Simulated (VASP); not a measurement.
# GeSb2Te4 (I422) in VASP: relaxation of cell and atoms with r2SCAN+rVV10

Aim: the relaxation of cell and atoms of GeSb2Te4 with r2SCAN+rVV10.

All numbers are computed with VASP 6.6.1; they aren't measurements. Logs are shortened: lines on timing, memory, paths and dates and some standing lists are left out, and cuts for length are marked.

**1. The cell of the first run**

Symmetry: I422, No. 97, tetragonal system. The conventional cell has a = 7.430 Å, b = 7.430 Å, c = 7.534 Å, α = 90.00°, β = 90.00°, γ = 90.00°. Ge (site symmetry 422) has 8 Te at 3.25 Å and 4 Sb at 3.71 Å within 4.3 Å. Sb (site symmetry 222) has 8 Te at 2.99 to 3.49 Å and 2 Ge at 3.71 Å and 2 Sb at 3.77 Å within 3.9 Å. Within 3.9 Å of Te (site symmetry 2) lie 4 Sb at 2.99 to 3.49 Å and 2 Ge at 3.25 Å and 6 Te at 3.74 to 3.82 Å.

**2. Relaxation of cell and atoms, r2SCAN+rVV10**

Input file POSCAR:

```
GeSb2Te4
1.0
   -3.7147884142      3.7147884142      3.7670621537
    3.7147884142     -3.7147884142      3.7670621537
    3.7147884142      3.7147884142     -3.7670621537
Ge Sb Te
1 2 4
Direct
    0.0000000000      0.0000000000      0.0000000000
    0.0000000000      0.5000000000      0.5000000000
    0.5000000000      0.0000000000      0.5000000000
    0.0292583118      0.9707416882      0.5000000000
    0.5292583118      0.0292583118      0.0585166237
    0.9707416882      0.4707416882      0.9414833763
    0.4707416882      0.5292583118      0.5000000000
```

Input file INCAR.step1:

```
SYSTEM = GeSb2Te4
PREC = Accurate
ENCUT = 600
ISMEAR = -1
SIGMA = 0.03
LREAL = .FALSE.
LASPH = .TRUE.
NELM = 60
GGA = PE
ALGO = Normal
EDIFF = 1E-4
LWAVE = .TRUE.
LCHARG = .FALSE.
```

Input file INCAR.step2:

```
SYSTEM = GeSb2Te4
PREC = Accurate
ENCUT = 600
EDIFF = 1E-6
ISMEAR = -1
SIGMA = 0.03
LREAL = .FALSE.
LASPH = .TRUE.
NELM = 60
ALGO = Normal
ISIF = 3
LWAVE = .FALSE.
LCHARG = .FALSE.
METAGGA = R2SCAN
LMIXTAU = .TRUE.
LUSE_VDW = .TRUE.
IVDW_NL = 2
BPARAM = 11.95
CPARAM = 0.0093
IBRION = 2
NSW = 100
EDIFFG = -0.01
ISTART = 1
```

Input file KPOINTS:

```
regular mesh
0
G
  4 4 4
  0 0 0
```

Potentials or basis: VASP PAW PBE potentials, release 64 (Ge_d, Sb, Te).

Started as:

```bash
$ cat potpaw_PBE.64/Ge_d/POTCAR potpaw_PBE.64/Sb/POTCAR potpaw_PBE.64/Te/POTCAR > POTCAR
$ cp INCAR.step1 INCAR
$ mpirun -np 1 vasp_std > vasp.out
$ cp INCAR.step2 INCAR
$ mpirun -np 1 vasp_std > vasp.out
```

OUTCAR:

```text
SYSTEM = GeSb2Te4
   PREC = Accurate
   ENCUT = 600
   EDIFF = 1E-6
   ISMEAR = -1
   LREAL = .FALSE.
   LASPH = .TRUE.
   NELM = 60
   ISIF = 3
   METAGGA = R2SCAN
   IVDW_NL = 2
   BPARAM = 11.95
   IBRION = 2
   NSW = 100
   EDIFFG = -0.01
   ISTART = 1

 ion  position               nearest neighbor table
   1  0.000  0.000  0.000-   5 3.25   6 3.25   4 3.25   4 3.25   7 3.25   7 3.25   6 3.25   5 3.25

   2  0.000  0.500  0.500-   6 2.99   5 2.99   4 2.99   7 2.99   4 3.49   7 3.49   5 3.49   6 3.49
                             3 3.77   3 3.77
   3  0.500  0.000  0.500-   5 2.99   6 2.99   4 2.99   7 2.99   4 3.49   7 3.49   6 3.49   5 3.49
                             2 3.77   2 3.77
   4  0.029  0.971  0.500-   2 2.99   3 2.99   1 3.25   1 3.25   2 3.49   3 3.49
   5  0.529  0.029  0.059-   3 2.99   2 2.99   1 3.25   1 3.25   2 3.49   3 3.49
   6  0.971  0.471  0.941-   2 2.99   3 2.99   1 3.25   1 3.25   3 3.49   2 3.49
   7  0.471  0.529  0.500-   2 2.99   3 2.99   1 3.25   1 3.25   3 3.49   2 3.49

  LATTYP: Found a body centered tetragonal cell.
 ALAT       =     7.4295768284
 C/A-ratio  =     1.0140717946

  Lattice vectors:

 A1 = (  -3.7147884142,   3.7147884142,   3.7670621537)
 A2 = (   3.7147884142,  -3.7147884142,   3.7670621537)
 A3 = (   3.7147884142,   3.7147884142,  -3.7670621537)

Analysis of symmetry for initial positions (statically):
=====================================================================
 Subroutine PRICEL returns:
 Original cell was already a primitive cell.

 Routine SETGRP: Setting up the symmetry group for a
 body centered tetragonal supercell.

 Subroutine GETGRP returns: Found  8 space group operations
 (whereof  8 operations were pure point group operations)
 out of a pool of 16 trial point group operations.

The static configuration has the point symmetry D_4 .

Analysis of symmetry for dynamics (positions and initial velocities):
=====================================================================
 Subroutine PRICEL returns:
 Original cell was already a primitive cell.

 Routine SETGRP: Setting up the symmetry group for a
 body centered tetragonal supercell.

 Subroutine GETGRP returns: Found  8 space group operations
 (whereof  8 operations were pure point group operations)
 out of a pool of 16 trial point group operations.

The dynamic configuration has the point symmetry D_4 .

 Subroutine INISYM returns: Found  8 space group operations
 (whereof  8 operations are pure point group operations),
 and found     1 'primitive' translations

----------------------------------------------------------------------------------------

                                     Primitive cell

  volume of cell :     207.9366

  direct lattice vectors                    reciprocal lattice vectors
    -3.714788414  3.714788414  3.767062154     0.000000000  0.134597168  0.132729427
     3.714788414 -3.714788414  3.767062154     0.134597168  0.000000000  0.132729427
     3.714788414  3.714788414 -3.767062154     0.134597168  0.134597168  0.000000000

  length of vectors
     6.464523431  6.464523431  6.464523431     0.189033061  0.189033061  0.190349140

  position of ions in fractional coordinates (direct lattice)
     0.000000000  0.000000000  0.000000000
     0.000000000  0.500000000  0.500000000
     0.500000000  0.000000000  0.500000000
     0.029258312  0.970741688  0.500000000
     0.529258312  0.029258312  0.058516624
     0.970741688  0.470741688  0.941483376
     0.470741688  0.529258312  0.500000000

  ion indices of the primitive-cell ions
   primitive index   ion index
                 1           1
                 2           2
                 3           3
                 4           4
                 5           5
                 6           6
                 7           7

----------------------------------------------------------------------------------------

 KPOINTS: regular mesh

Automatic generation of k-mesh.
 Grid dimensions read from file:
 generate k-points for:    4    4    4

 Generating k-lattice:

  Cartesian coordinates                     Fractional coordinates (reciprocal lattice)
     0.000000000  0.033649292  0.033182357     0.250000000  0.000000000 -0.000000000
     0.033649292  0.000000000  0.033182357     0.000000000  0.250000000 -0.000000000
     0.033649292  0.033649292  0.000000000     0.000000000  0.000000000  0.250000000

  Length of vectors
     0.047258265  0.047258265  0.047587285

  Shift w.r.t. Gamma in fractional coordinates (k-lattice)
     0.000000000  0.000000000  0.000000000

 Subroutine IBZKPT returns following result:
 ===========================================

 Found     13 irreducible k-points:

 Following reciprocal coordinates:
            Coordinates               Weight
  0.000000  0.000000  0.000000      1.000000
  0.250000  0.000000  0.000000      8.000000
  0.500000  0.000000  0.000000      4.000000
  0.250000  0.250000  0.000000      8.000000
  0.500000  0.250000  0.000000     16.000000
 -0.250000  0.250000  0.000000      4.000000
  0.500000  0.500000  0.000000      2.000000
  0.250000  0.250000  0.250000      2.000000
 -0.250000  0.250000  0.250000      4.000000
  0.500000  0.500000  0.250000      4.000000
 -0.250000  0.500000  0.250000      8.000000
 -0.250000 -0.250000  0.250000      2.000000
  0.500000  0.500000  0.500000      1.000000
   k-points           NKPTS =     13   k-points in BZ     NKDIM =     13   number of bands    NBANDS=     28
   number of dos      NEDOS =    301   number of ions     NIONS =      7
   total plane-waves  NPLWV = 157464
   dimension x,y,z NGX =    54 NGY =   54 NGZ =   54
   dimension x,y,z NGXF=   108 NGYF=  108 NGZF=  108
   ions per type =               1   2   4
   NGX,Y,Z   is equivalent  to a cutoff of  13.89, 13.89, 13.89 a.u.
   NGXF,Y,Z  is equivalent  to a cutoff of  27.77, 27.77, 27.77 a.u.
 SYSTEM =  GeSb2Te4
   PREC   = accura    normal or accurate (medium, high low for compatibility)
   ISTART =      1    job   : 0-new  1-cont  2-samecut
   ICHARG =      0    charge: 1-file 2-atom 10-const
   ISPIN  =      1    spin polarized calculation?
   LNONCOLLINEAR =      F non collinear calculations
   LSORBIT =      F    spin-orbit coupling
   LASPH  =      T    aspherical Exc in radial PAW
   ENCUT  =  600.0 eV  44.10 Ry    6.64 a.u.  12.91 12.91 12.91*2*pi/ulx,y,z
   NELM   =     60;   NELMIN=  2; NELMDL=  0     # of ELM steps
   EDIFF  = 0.1E-05   stopping-criterion for ELM
   LREAL  =      F    real-space projection
   EDIFFG = -.1E-01   stopping-criterion for IOM
   NSW    =    100    number of steps for IOM
   IBRION =      2    ionic relax: 0-MD 1-quasi-New 2-CG
   NFREE  =      1    steps in history (QN), initial steepest desc. (CG)
   ISIF   =      3    stress and relaxation
   ISYM   =      2    0-nonsym 1-usesym 2-fastsym
   POTIM  = 0.5000    time-step for ionic-motion
   TEBEG  =    0.0;   TEEND  =   0.0 temperature during run
   PSTRESS=    0.0 pullay stress
   NELECT =      48.0000    total number of electrons
   NUPDOWN=      -1.0000    fix difference up-down
   EMIN   =  10.00;   EMAX   =-10.00  energy-range for DOS
   EFERMI =   0.00;   METHOD = LEGACY
   ISMEAR =    -1;   SIGMA  =   0.03  broadening in eV -4-tet -1-fermi 0-gaus
   EFERMI_NEDOS =   21; number of points for ismear=-14 and -15
   IALGO  =     38    algorithm
   IMIX   =      4    mixing-type and parameters
     AMIX     =   0.40;   BMIX     =  1.00
     AMIX_MAG =   1.60;   BMIX_MAG =  1.00
  volume/ion in A,a.u.               =      29.71       200.46
  Fermi-wavevector in a.u.,A,eV,Ry     =   1.004257  1.897771 13.721916  1.008532
  Thomas-Fermi vector in A             =   2.136861
   LORBIT       =      0    0 simple, 1 ext, 2 COOP (PROOUT), +10 PAW based schemes
   METAGGA = R2SCAN    functional components
   LHFCALC =     F    Hartree Fock is set to
   AEXX    =    0.0000 exact exchange contribution
   IVDW_NL    =     2    kernel type
   BPARAM     =11.9500
   IVDW    =     0    specifies the selected vdW correction
   LEPSILON=     F    determine dielectric tensor
   LRPA    =     F    only Hartree local field effects (RPA)
 conjugate gradient relaxation of ions
 non-spin polarized calculation
  energy-cutoff  :      600.00
  volume of cell :      207.94
 maximum number of plane-waves:      6968
 NGX is ok and might be reduce to    54
   NGX = 25   NGY = 25   NGZ = 25

--------------------------------------- Ionic step        1  -------------------------------------------

 number of electron      48.0000010 magnetization

 Free energy of the ion-electron system (eV)
  ---------------------------------------------------
  ext. energy  EPLUGINS =         0.00000000
  ---------------------------------------------------
  free energy    TOTEN  =      -163.49919236 eV

  energy without entropy =     -163.48826234  energy(sigma->0) =     -163.49372735

 E-fermi :   6.7752     XC(G=0): -10.1168

 val. band max:        6.7599439596   @ k =  -0.2500   0.2500   0.0000
 cond. band min:       6.7963218164   @ k =   0.5000   0.0000   0.0000
 fundamental gap:      0.0363778568
 Fermi energy:         6.7752388848

 k-point     1 :       0.0000    0.0000    0.0000
  band No.  band energies     occupation
      1     -19.2142      2.00000
      2     -19.2086      2.00000
      3     -19.2086      2.00000
      4     -19.1845      2.00000
      5     -19.1836      2.00000
      6      -7.4108      2.00000
[... 508 lines left out ...]
  FREE ENERGIE OF THE ION-ELECTRON SYSTEM (eV)
  ---------------------------------------------------
  free  energy   TOTEN  =      -163.5482999923 eV

  energy  without entropy=     -163.5384505968  energy(sigma->0) =     -163.54337529

[... ionic steps 4 to 10 ...]

--------------------------------------- Ionic step       11  -------------------------------------------

 number of electron      47.9999994 magnetization

------------------------ aborting loop because EDIFF is reached ----------------------------------------

  FORCE on cell =-STRESS in cart. coord.  units (eV):
  Direction    XX          YY          ZZ          XY          YZ          ZX
  --------------------------------------------------------------------------------------
  -------------------------------------------------------------------------------------
  Total       -0.0189678     -0.0189678     -0.0449287      0.0000000      0.0000000      0.0000000
  in kB       -0.1331988     -0.1331988     -0.3155056      0.0000000      0.0000000      0.0000000
  external PRESSURE =      -0.1939678 kB  Pullay stress =       0.0000000 kB
[... 67 lines left out ...]
  energy  without entropy=     -163.6549307978  energy(sigma->0) =     -163.66133835

--------------------------------------- Ionic step       13  -------------------------------------------

 number of electron      47.9999993 magnetization

 Free energy of the ion-electron system (eV)
  ---------------------------------------------------
  ext. energy  EPLUGINS =         0.00000000
  ---------------------------------------------------
  free energy    TOTEN  =      -163.66779265 eV

  energy without entropy =     -163.65498551  energy(sigma->0) =     -163.66138908

 E-fermi :   5.7944     XC(G=0):  -9.6436

 val. band max:        5.7630550151   @ k =   0.5000   0.2500   0.0000
 cond. band min:       5.8665195993   @ k =  -0.2500  -0.2500   0.2500
 fundamental gap:      0.1034645842
 Fermi energy:         5.7943720987

 k-point     1 :       0.0000    0.0000    0.0000
  band No.  band energies     occupation
      1     -20.4426      2.00000
      2     -20.4315      2.00000
      3     -20.4314      2.00000
      4     -20.3960      2.00000
      5     -20.3958      2.00000
      6      -8.0251      2.00000
[... 426 lines left out ...]
  FREE ENERGIE OF THE ION-ELECTRON SYSTEM (eV)
  ---------------------------------------------------
  free  energy   TOTEN  =      -163.6677926454 eV

  energy  without entropy=     -163.6549855101  energy(sigma->0) =     -163.66138908

 reached required accuracy - stopping structural energy minimisation
```

Wall time 64 min (1 thread of Intel Xeon 6975P-C (Granite Rapids), shared host); peak memory 1.1 GiB.

What came out:

```
Free energy                           : -163.6678 eV
Relaxed volume                        : 32.52 Å³/atom
Relaxed cell                          : a = 6.665 Å, b = 6.665 Å, c = 6.665 Å, α = 108.34°, β = 108.34°, γ = 111.76°
Space group after relaxing (to 0.1 Å) : I422 (No. 97)
Energy gained by relaxing             : 24.1 meV/atom
Ionic steps                           : 13
Pressure after relaxing               : 0.0 GPa
Largest force after relaxing          : 0.005 eV/Å
Band gap on the k mesh                : zero (bands 24 and 25 overlap by 0.99 eV)
```

Forces on the atoms (eV/Å):
```
Ge   0.000  0.000  0.000
Sb   0.000  0.000  0.000
Sb   0.000  0.000  0.000
Te   0.003 -0.003  0.000
Te  -0.003 -0.003  0.000
Te   0.003  0.003  0.000
Te  -0.003  0.003  0.000
```

The path:
```
step  energy change (eV)  largest force (eV/Å)  pressure (GPa)  volume (Å³)
   1              0.0000                0.1228            1.85       207.94
   2             -0.0469                0.3246           -0.51       218.41
   3             -0.0491                0.2894           -0.10       216.48
   4             -0.0658                0.2693           -0.08       217.32
   5             -0.1092                0.2000            0.00       219.83
   6             -0.1605                0.0418            0.32       224.87
   7             -0.1618                0.0438           -0.60       231.78
   8             -0.1668                0.0032           -0.18       228.53
   9             -0.1670                0.0357            0.15       227.78
  10             -0.1684                0.0169           -0.01       228.15
  11             -0.1684                0.0165           -0.02       228.15
  12             -0.1686                0.0105            0.00       227.90
  13             -0.1686                0.0046            0.01       227.62
```

Final structure:
```xyz
7
Lattice="-3.9016 3.9016 3.7383 3.9016 -3.9016 3.7383 3.9016 3.9016 -3.7383" Properties=species:S:1:pos:R:3 pbc="T T T"
Ge    0.0000    0.0000    0.0000
Sb    3.9016    0.0000    0.0000
Sb    0.0000    3.9016    0.0000
Te    5.5114   -1.6099    1.8691
Te   -1.6099    2.2917    1.8691
Te    1.6099    5.5114    1.8691
Te    2.2917    1.6099    1.8691
```

Caveat: the PAW data sets were made with another functional, which shifts forces and pressure a little; spin-orbit coupling is left out, which moves the levels of the heavy elements.

The gap in the log of VASP goes by the Fermi energy; the results here count the filled bands.